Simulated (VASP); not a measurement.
# InAs (Fm-3m) in VASP: further runs

InAs is run at these levels: PBE, r2SCAN; tasks: single point.

All numbers are computed with VASP 6.6.1; they aren't measurements. Logs are shortened: lines on timing, memory, paths and dates and some standing lists are left out, and cuts for length are marked.

**1. The cell of the first run**

The structure is cubic, space group Fm-3m (No. 225). Conventional cell: a = 5.755 Å, b = 5.755 Å, c = 5.755 Å, α = 90.00°, β = 90.00°, γ = 90.00°. Within 3.8 Å of In (site symmetry m-3m) lie 6 As at 2.88 Å. Within 3.8 Å of As (site symmetry m-3m) lie 6 In at 2.88 Å.

**2. Single point, PBE**

File INCAR:

```
PREC     = Accurate       # precision mode
ENCUT    = 520            # plane-wave cutoff, eV
EDIFF    = 1E-6           # SCF threshold, eV
ISMEAR   = 0              # smearing method
SIGMA    = 0.1            # smearing width, eV
LREAL    = F              # projectors in reciprocal space
LASPH    = T              # aspherical terms in the spheres
NELM     = 60             # most SCF steps
ALGO     = Normal         # electronic algorithm
ISIF     = 2              # what is computed and relaxed
LWAVE    = F              # write WAVECAR
LCHARG   = F              # write CHGCAR
GGA      = PE             # functional
NBANDS   = 16             # bands
```

File KPOINTS:

```
Automatic mesh
0
Gamma
  7 7 7
```

File POSCAR:

```
InAs
1.0
    0.0000000000      2.8773040000      2.8773040000
    2.8773040000      0.0000000000      2.8773040000
    2.8773040000      2.8773040000      0.0000000000
In As
1 1
Direct
    0.5000000000      0.5000000000      0.5000000000
    0.0000000000      0.0000000000      0.0000000000
```

Potentials or basis: VASP PAW PBE potentials, release 64 (In_d, As).

Command:

```sh
> cat potpaw_PBE.64/In_d/POTCAR potpaw_PBE.64/As/POTCAR > POTCAR
> mpirun -np 1 vasp_std > vasp.out
```

OUTCAR:

```text
PREC = Accurate
   ENCUT = 520
   EDIFF = 1E-6
   ISMEAR = 0
   LREAL = F
   LASPH = T
   NELM = 60
   ISIF = 2
   GGA = PE

 ion  position               nearest neighbor table
   1  0.500  0.500  0.500-   2 2.88   2 2.88   2 2.88   2 2.88   2 2.88   2 2.88
   2  0.000  0.000  0.000-   1 2.88   1 2.88   1 2.88   1 2.88   1 2.88   1 2.88

  LATTYP: Found a face centered cubic cell.
 ALAT       =     5.7546080000

  Lattice vectors:

 A1 = (   0.0000000000,   2.8773040000,   2.8773040000)
 A2 = (   2.8773040000,   0.0000000000,   2.8773040000)
 A3 = (   2.8773040000,   2.8773040000,   0.0000000000)

Analysis of symmetry for initial positions (statically):
=====================================================================
 Subroutine PRICEL returns:
 Original cell was already a primitive cell.

 Routine SETGRP: Setting up the symmetry group for a
 face centered cubic supercell.

 Subroutine GETGRP returns: Found 48 space group operations
 (whereof 48 operations were pure point group operations)
 out of a pool of 48 trial point group operations.

The static configuration has the point symmetry O_h .

Analysis of symmetry for dynamics (positions and initial velocities):
=====================================================================
 Subroutine PRICEL returns:
 Original cell was already a primitive cell.

 Routine SETGRP: Setting up the symmetry group for a
 face centered cubic supercell.

 Subroutine GETGRP returns: Found 48 space group operations
 (whereof 48 operations were pure point group operations)
 out of a pool of 48 trial point group operations.

The dynamic configuration has the point symmetry O_h .

 Subroutine INISYM returns: Found 48 space group operations
 (whereof 48 operations are pure point group operations),
 and found     1 'primitive' translations

----------------------------------------------------------------------------------------

                                     Primitive cell

  volume of cell :      47.6417

  direct lattice vectors                    reciprocal lattice vectors
     0.000000000  2.877304000  2.877304000    -0.173773783  0.173773783  0.173773783
     2.877304000  0.000000000  2.877304000     0.173773783 -0.173773783  0.173773783
     2.877304000  2.877304000  0.000000000     0.173773783  0.173773783 -0.173773783

  length of vectors
     4.069122340  4.069122340  4.069122340     0.300985021  0.300985021  0.300985021

  position of ions in fractional coordinates (direct lattice)
     0.500000000  0.500000000  0.500000000
     0.000000000  0.000000000  0.000000000

  ion indices of the primitive-cell ions
   primitive index   ion index
                 1           1
                 2           2

----------------------------------------------------------------------------------------

 KPOINTS: Automatic mesh

Automatic generation of k-mesh.
 Grid dimensions read from file:
 generate k-points for:    7    7    7

 Generating k-lattice:

  Cartesian coordinates                     Fractional coordinates (reciprocal lattice)
    -0.024824826  0.024824826  0.024824826     0.142857143  0.000000000  0.000000000
     0.024824826 -0.024824826  0.024824826     0.000000000  0.142857143  0.000000000
     0.024824826  0.024824826 -0.024824826     0.000000000  0.000000000  0.142857143

  Length of vectors
     0.042997860  0.042997860  0.042997860

  Shift w.r.t. Gamma in fractional coordinates (k-lattice)
     0.000000000  0.000000000  0.000000000

 Subroutine IBZKPT returns following result:
 ===========================================

 Found     20 irreducible k-points:

 Following reciprocal coordinates:
            Coordinates               Weight
  0.000000  0.000000  0.000000      1.000000
  0.142857  0.000000  0.000000      8.000000
  0.285714  0.000000  0.000000      8.000000
  0.428571  0.000000  0.000000      8.000000
  0.142857  0.142857  0.000000      6.000000
  0.285714  0.142857  0.000000     24.000000
[... 12 lines left out ...]
 -0.428571  0.428571  0.142857     24.000000
 -0.285714  0.428571  0.142857     24.000000
   k-points           NKPTS =     20   k-points in BZ     NKDIM =     20   number of bands    NBANDS=     16
   number of dos      NEDOS =    301   number of ions     NIONS =      2
   total plane-waves  NPLWV =  27000
   dimension x,y,z NGX =    30 NGY =   30 NGZ =   30
   dimension x,y,z NGXF=    60 NGYF=   60 NGZF=   60
   ions per type =               1   1
   NGX,Y,Z   is equivalent  to a cutoff of  12.26, 12.26, 12.26 a.u.
   NGXF,Y,Z  is equivalent  to a cutoff of  24.51, 24.51, 24.51 a.u.
 SYSTEM =  unknown system
   PREC   = accura    normal or accurate (medium, high low for compatibility)
   ISTART =      0    job   : 0-new  1-cont  2-samecut
   ICHARG =      2    charge: 1-file 2-atom 10-const
   ISPIN  =      1    spin polarized calculation?
   LNONCOLLINEAR =      F non collinear calculations
   LSORBIT =      F    spin-orbit coupling
   LASPH  =      T    aspherical Exc in radial PAW
   ENCUT  =  520.0 eV  38.22 Ry    6.18 a.u.   7.57  7.57  7.57*2*pi/ulx,y,z
   NELM   =     60;   NELMIN=  2; NELMDL= -5     # of ELM steps
   EDIFF  = 0.1E-05   stopping-criterion for ELM
   LREAL  =      F    real-space projection
   EDIFFG = 0.1E-04   stopping-criterion for IOM
   NSW    =      0    number of steps for IOM
   IBRION =     -1    ionic relax: 0-MD 1-quasi-New 2-CG
   NFREE  =      0    steps in history (QN), initial steepest desc. (CG)
   ISIF   =      2    stress and relaxation
   ISYM   =      2    0-nonsym 1-usesym 2-fastsym
   POTIM  = 0.5000    time-step for ionic-motion
   TEBEG  =    0.0;   TEEND  =   0.0 temperature during run
   PSTRESS=    0.0 pullay stress
   NELECT =      18.0000    total number of electrons
   NUPDOWN=      -1.0000    fix difference up-down
   EMIN   =  10.00;   EMAX   =-10.00  energy-range for DOS
   EFERMI =   0.00;   METHOD = LEGACY
   ISMEAR =     0;   SIGMA  =   0.10  broadening in eV -4-tet -1-fermi 0-gaus
   EFERMI_NEDOS =   21; number of points for ismear=-14 and -15
   IALGO  =     38    algorithm
   IMIX   =      4    mixing-type and parameters
     AMIX     =   0.40;   BMIX     =  1.00
     AMIX_MAG =   1.60;   BMIX_MAG =  1.00
  volume/ion in A,a.u.               =      23.82       160.75
  Fermi-wavevector in a.u.,A,eV,Ry     =   1.183505  2.236499 19.057448  1.400683
  Thomas-Fermi vector in A             =   2.319738
   LORBIT       =      0    0 simple, 1 ext, 2 COOP (PROOUT), +10 PAW based schemes
   GGA     = PE    functional components
   LHFCALC =     F    Hartree Fock is set to
   AEXX    =    0.0000 exact exchange contribution
   IVDW    =     0    specifies the selected vdW correction
   LEPSILON=     F    determine dielectric tensor
   LRPA    =     F    only Hartree local field effects (RPA)
 non-spin polarized calculation
 Gauss-broadening in eV      SIGMA  =   0.10
  energy-cutoff  :      520.00
  volume of cell :       47.64
 maximum number of plane-waves:      1307
 NGX is ok and might be reduce to    30
   NGX = 15   NGY = 15   NGZ = 15

 number of electron      18.0000002 magnetization

 Free energy of the ion-electron system (eV)
  ---------------------------------------------------
  ext. energy  EPLUGINS =         0.00000000
  ---------------------------------------------------
  free energy    TOTEN  =        -7.33700071 eV

  energy without entropy =       -7.33412768  energy(sigma->0) =       -7.33556420

 E-fermi :   6.0119     XC(G=0): -10.0956

 val. band max:        5.8890167591   @ k =   0.2857   0.0000   0.0000
 cond. band min:       6.0675276230   @ k =   0.4286   0.0000   0.0000
 fundamental gap:      0.1785108638
 Fermi energy:         6.0119397914

 k-point     1 :       0.0000    0.0000    0.0000
  band No.  band energies     occupation
      1      -8.3902      2.00000
      2      -8.3902      2.00000
      3      -8.3699      2.00000
      4      -8.3699      2.00000
      5      -8.3699      2.00000
      6      -6.1753      2.00000
[... 8 lines left out ...]
     15      13.4151      0.00000
     16      13.4151      0.00000

 k-point     2 :       0.1429    0.0000    0.0000
  band No.  band energies     occupation
      1      -8.3983      2.00000
      2      -8.3983      2.00000
      3      -8.3703      2.00000
      4      -8.3609      2.00000
      5      -8.3609      2.00000
      6      -5.9572      2.00000
[... 8 lines left out ...]
     15      13.7296      0.00000
     16      13.7296      0.00000

 k-point     3 :       0.2857    0.0000    0.0000
  band No.  band energies     occupation
      1      -8.4194      2.00000
      2      -8.4194      2.00000
      3      -8.3724      2.00000
      4      -8.3375      2.00000
      5      -8.3375      2.00000
      6      -5.3542      2.00000
[... 8 lines left out ...]
     15      15.0654      0.00000
     16      15.0654      0.00000

 k-point     4 :       0.4286    0.0000    0.0000
  band No.  band energies     occupation
      1      -8.4368      2.00000
      2      -8.4368      2.00000
      3      -8.3752      2.00000
      4      -8.3180      2.00000
      5      -8.3180      2.00000
      6      -4.6506      2.00000
[... 8 lines left out ...]
     15      17.0442      0.00000
     16      17.0442      0.00000
[... 248 lines left out ...]
 k-point    18 :      -0.4286    0.2857    0.1429
  band No.  band energies     occupation
      1      -8.5234      2.00000
      2      -8.4107      2.00000
      3      -8.3625      2.00000
      4      -8.3363      2.00000
      5      -8.3087      2.00000
      6      -4.1319      2.00000
[... 8 lines left out ...]
     15      16.2622      0.00000
     16      18.0627      0.00000

 k-point    19 :      -0.4286    0.4286    0.1429
  band No.  band energies     occupation
      1      -8.5962      2.00000
      2      -8.3856      2.00000
      3      -8.3819      2.00000
      4      -8.3165      2.00000
      5      -8.2960      2.00000
      6      -3.8164      2.00000
[... 8 lines left out ...]
     15      17.6186      0.00000
     16      19.8332      0.00000

 k-point    20 :      -0.2857    0.4286    0.1429
  band No.  band energies     occupation
      1      -8.5726      2.00000
      2      -8.3990      2.00000
      3      -8.3623      2.00000
      4      -8.3395      2.00000
      5      -8.2962      2.00000
      6      -3.7141      2.00000
[... 8 lines left out ...]
     15      16.6427      0.00000
     16      19.4458      0.00000

------------------------ aborting loop because EDIFF is reached ----------------------------------------

  FORCE on cell =-STRESS in cart. coord.  units (eV):
  Direction    XX          YY          ZZ          XY          YZ          ZX
  --------------------------------------------------------------------------------------
  -------------------------------------------------------------------------------------
  Total       -0.0531565     -0.0531565     -0.0531565      0.0000000      0.0000000      0.0000000
  in kB       -1.7876383     -1.7876383     -1.7876383      0.0000000      0.0000000      0.0000000
  external PRESSURE =      -1.7876383 kB  Pullay stress =       0.0000000 kB

 VOLUME and BASIS-vectors are now :
 -----------------------------------------------------------------------------
  energy-cutoff  :      520.00
  volume of cell :       47.64
      direct lattice vectors                 reciprocal lattice vectors
     0.000000000  2.877304000  2.877304000    -0.173773783  0.173773783  0.173773783
     2.877304000  0.000000000  2.877304000     0.173773783 -0.173773783  0.173773783
     2.877304000  2.877304000  0.000000000     0.173773783  0.173773783 -0.173773783

 POSITION                                       TOTAL-FORCE (eV/Angst)
 -----------------------------------------------------------------------------------
      2.87730      2.87730      2.87730         0.000000     -0.000000      0.000000
      0.00000      0.00000      0.00000        -0.000000      0.000000      0.000000
 -----------------------------------------------------------------------------------
    total drift:                                0.000000      0.000000      0.000000

  FREE ENERGIE OF THE ION-ELECTRON SYSTEM (eV)
  ---------------------------------------------------
  free  energy   TOTEN  =        -7.3370007130 eV

  energy  without entropy=       -7.3341276848  energy(sigma->0) =       -7.33556420
```

It took 16 s on 1 thread of Intel Xeon 8259CL, shared host; peak memory 0.17 GiB.

What came out:

```yaml
Free_energy: -7.3370 eV
Pressure: -0.2 GPa
Band_gap_on_the_k_mesh: zero (bands 9 and 10 overlap by 2.44 eV)
```

Caveat: spin-orbit coupling is left out, which moves the levels of the heavy elements.

**3. Single point, PBE**

File INCAR:

```
SYSTEM = InAs
  ALGO = Normal
  EDIFF = 1E-7
  ENCUT = 520
  GGA = PE
  ISIF = 2
  ISMEAR = 0
  LASPH = .TRUE.
  LCHARG = .FALSE.
  LREAL = .FALSE.
  LWAVE = .FALSE.
  NBANDS = 16
  NELM = 100
  PREC = Accurate
  SIGMA = 0.1
```

File KPOINTS:

```
k-points
0
G
  7 7 7
  0 0 0
```

POSCAR is that of step 2.

Potentials or basis: VASP PAW PBE potentials, release 64 (In_d, As).

Command:

```sh
> cat potpaw_PBE.64/In_d/POTCAR potpaw_PBE.64/As/POTCAR > POTCAR
> mpirun -np 1 vasp_std > vasp.out
```

Run time: 18 s. Hardware: 1 thread of Intel Xeon 8259CL, shared host; peak memory 0.17 GiB.

The run converged. Its results:

```yaml
Free_energy: -7.3370 eV
Pressure: -0.2 GPa
Band_gap_on_the_k_mesh: zero (bands 9 and 10 overlap by 2.44 eV)
```

Levels at points of the mesh, in eV from the Fermi level:
```tsv
k point	band 7	band 8	band 9	band 10	band 11	band 12
(0.00, 0.00, 0.00)	-0.75	-0.29	-0.29	-0.29	7.09	7.09
```

Caveat: spin-orbit coupling is left out, which moves the levels of the heavy elements.

**4. Single point, r2SCAN**

POSCAR is that of step 3.

File INCAR.step1:

```
SYSTEM = InAs
PREC     = Accurate       ! precision mode
ENCUT    = 520            ! plane-wave cutoff, eV
ISMEAR   = -1             ! smearing method
SIGMA    = 0.05           ! smearing width, eV
LREAL    = .FALSE.        ! projectors in reciprocal space
LASPH    = .TRUE.         ! aspherical terms in the spheres
NELM     = 80             ! most SCF steps
NBANDS   = 16             ! bands
GGA      = PE             ! functional
ALGO     = Normal         ! electronic algorithm
EDIFF    = 1E-4           ! SCF threshold, eV
LWAVE    = .TRUE.         ! write WAVECAR
LCHARG   = .FALSE.        ! write CHGCAR
```

File INCAR.step2:

```
SYSTEM = InAs
PREC     = Accurate       ! precision mode
ENCUT    = 520            ! plane-wave cutoff, eV
EDIFF    = 1E-6           ! SCF threshold, eV
ISMEAR   = -1             ! smearing method
SIGMA    = 0.05           ! smearing width, eV
LREAL    = .FALSE.        ! projectors in reciprocal space
LASPH    = .TRUE.         ! aspherical terms in the spheres
NELM     = 80             ! most SCF steps
ALGO     = Normal         ! electronic algorithm
ISIF     = 2              ! what is computed and relaxed
LWAVE    = .FALSE.        ! write WAVECAR
LCHARG   = .FALSE.        ! write CHGCAR
METAGGA  = R2SCAN         ! meta-GGA
LMIXTAU  = .TRUE.       
NBANDS   = 16             ! bands
ISTART   = 1
```

File KPOINTS:

```
Automatic mesh
0
G
  7 7 7
  0 0 0
```

Command:

```sh
> cat potpaw_PBE.64/In_d/POTCAR potpaw_PBE.64/As/POTCAR > POTCAR
> cp INCAR.step1 INCAR
> mpirun -np 1 vasp_std > vasp.out
> cp INCAR.step2 INCAR
> mpirun -np 1 vasp_std > vasp.out
```

It took 1.8 min on 1 thread of Intel Xeon 8259CL, shared host; peak memory 0.17 GiB.

Results (log left out):

```
Free energy            : -37.5816 eV
Pressure               : -2.3 GPa
Band gap on the k mesh : zero (bands 9 and 10 overlap by 2.51 eV)
```

Levels at points of the mesh, in eV from the Fermi level:
```csv
k point,band 7,band 8,band 9,band 10,band 11,band 12
"(0.00, 0.00, 0.00)",-0.33,-0.33,-0.33,-0.31,7.56,7.56
```

Caveat: the PAW data sets were made with another functional, which shifts forces and pressure a little; spin-orbit coupling is left out, which moves the levels of the heavy elements.

**5. Single point, r2SCAN**

POSCAR is that of step 4.

File INCAR.step1:

```
  PREC = Accurate
  ENCUT = 520
  ISMEAR = -1
  SIGMA = 0.05
  LREAL = False
  LASPH = True
  NELM = 60
  NBANDS = 16
  GGA = PE
  ALGO = Normal
  EDIFF = 1E-4
  LWAVE = True
  LCHARG = False
```

File INCAR.step2:

```
  PREC = Accurate
  ENCUT = 520
  EDIFF = 1E-7
  ISMEAR = -1
  SIGMA = 0.05
  LREAL = False
  LASPH = True
  NELM = 60
  ALGO = Normal
  ISIF = 2
  LWAVE = False
  LCHARG = False
  METAGGA = R2SCAN
  LMIXTAU = True
  NBANDS = 16
  ISTART = 1
```

File KPOINTS:

```
Automatic mesh
0
Gamma
  9 9 9
```

Command:

```sh
> cat potpaw_PBE.64/In_d/POTCAR potpaw_PBE.64/As/POTCAR > POTCAR
> cp INCAR.step1 INCAR
> mpirun -np 1 vasp_std > vasp.out
> cp INCAR.step2 INCAR
> mpirun -np 1 vasp_std > vasp.out
```

Run time: 4.2 min. Hardware: 1 thread of Intel Xeon 8259CL, shared host; peak memory 0.18 GiB.

The run converged. Its results:

| Property | Result |
| --- | --- |
| Free energy | -37.5862 eV |
| Pressure | -2.3 GPa |
| Band gap on the k mesh | zero (bands 9 and 10 overlap by 2.58 eV) |

Levels at points of the mesh, in eV from the Fermi level:
```
           k point  band 6  band 7  band 8  band 9  band 10  band 11  band 12  band 13
(0.00, 0.00, 0.00)  -12.57   -0.25   -0.25   -0.25    -0.23     7.64     7.64     7.64
```

Caveat: the PAW data sets were made with another functional, which shifts forces and pressure a little; spin-orbit coupling is left out, which moves the levels of the heavy elements.

**6. Overview**

| level | k mesh | smearing | gap on the mesh (eV) | pressure (GPa) |
| --- | --- | --- | --- | --- |
| PBE | 7 × 7 × 7 | gaussian 0.1 eV | none | -0.2 |
| r2SCAN | 7 × 7 × 7 | fermi-dirac 0.05 eV | none | -2.3 |
| r2SCAN | 9 × 9 × 9 | fermi-dirac 0.05 eV | none | -2.3 |

Alike in all rows: task single point; potentials or basis VASP PAW PBE potentials, release 64 (In_d, As); no spin polarisation; cell as given; cutoff (eV) 520.

The pressure there spans -2.3 GPa (r2SCAN) to -0.2 GPa (PBE); a positive pressure means that this level wants a larger cell, a negative one a smaller.

Caveats: spin-orbit coupling is left out, which moves the levels of the heavy elements; the PAW data sets were made with another functional, which shifts forces and pressure a little (at least some runs).

Absolute energies hang on the potentials; compare differences alone.
